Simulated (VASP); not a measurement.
Input of a VASP 6.6.1 run:

INCAR

```
SYSTEM = Sc8H
ALGO = Normal
DIPOL = 0.5 0.5 0.319
EDIFF = 1E-6
ENCUT = 520
GGA = PE
IDIPOL = 3
ISIF = 2
ISMEAR = 0
LASPH = .True.
LCHARG = .True.
LDIPOL = .True.
LELF = .True.
LREAL = .False.
LVACPOTAV = .True.
LVHAR = .True.
LWAVE = .False.
NBANDS = 54
NELM = 100
PREC = Accurate
SIGMA = 0.1
```

The input KPOINTS:

```
k-points
0
Gamma
  4 5 1
  0 0 0
```

Contents of POSCAR:

```
Sc8H
1.0
    6.6389479791      0.0000000000      0.0000000000
    0.0000000000      5.1626219083      0.0000000000
    0.0000000000      0.0000000000     19.1132872497
Sc H
8 1
Direct
    0.0000000000      0.7500000000      0.2092784955
    0.5000000000      0.7500000000      0.2092784955
    0.2500000000      0.2500000000      0.2594137541
    0.7500000000      0.2500000000      0.2594137541
    0.2500000000      0.7500000000      0.3452852846
    0.7500000000      0.7500000000      0.3452852846
    0.0000000000      0.2500000000      0.3983243254
    0.5000000000      0.2500000000      0.3983243254
    0.1250000000      0.5000000000      0.4508590032
```

Potentials or basis: VASP PAW PBE potentials, release 64 (Sc_sv, H).

The run is started by

```console
$ cat potpaw_PBE.64/Sc_sv/POTCAR potpaw_PBE.64/H/POTCAR > POTCAR
$ mpirun -np 1 vasp_std > vasp.out
```

(1) Predict the band gap on the k mesh.

(2) What does it give for the largest force?

Answers

(1) zero (an odd number of electrons rules out a gap without spin polarisation).

(2) 1.286 eV/Å.
